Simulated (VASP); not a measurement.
Runs of VASP 6.6.1 on Al3BP4. The structure is that of space group I-42m (No. 121), or close to it. The cells are those of the table. 

```csv
task,cell,k mesh,cutoff (eV),smearing,gap on the mesh (eV),pressure (GPa),largest force (eV/Å)
single point,"a = 6.430 Å, angles 131.5, 131.5, 71.1°, 8 atoms",6 × 6 × 6,520,gaussian 0.1 eV,1.13,-0.1,(a)
single point,"a = 6.278 Å, angles 131.8, 131.8, 70.5°, 8 atoms",6 × 6 × 6,520,gaussian 0.1 eV,1.10,14.1,(b)
single point,"a = 6.436 Å, angles 131.6, 131.6, 70.9°, 8 atoms",8 × 8 × 8,520,gaussian 0.02 eV,1.14,-0.1,-
relaxation of cell and atoms,"relaxed from a = 6.278 Å, angles 131.8, 131.8, 70.5°, 8 atoms",6 × 6 × 6,600,gaussian 0.1 eV,1.14,-0.1,0.04
```

Alike in all rows: level PBE; potentials or basis VASP PAW PBE potentials, release 64 (Al, B, P); no spin polarisation.

Question: Estimate the missing entries.

Answer: (a) 0.03; (b) 3.37.

Caveats: forces of over 1 eV/Å act on the atoms, so gaps and moduli don't describe the material at rest (some runs).

A k mesh can miss the band edges.
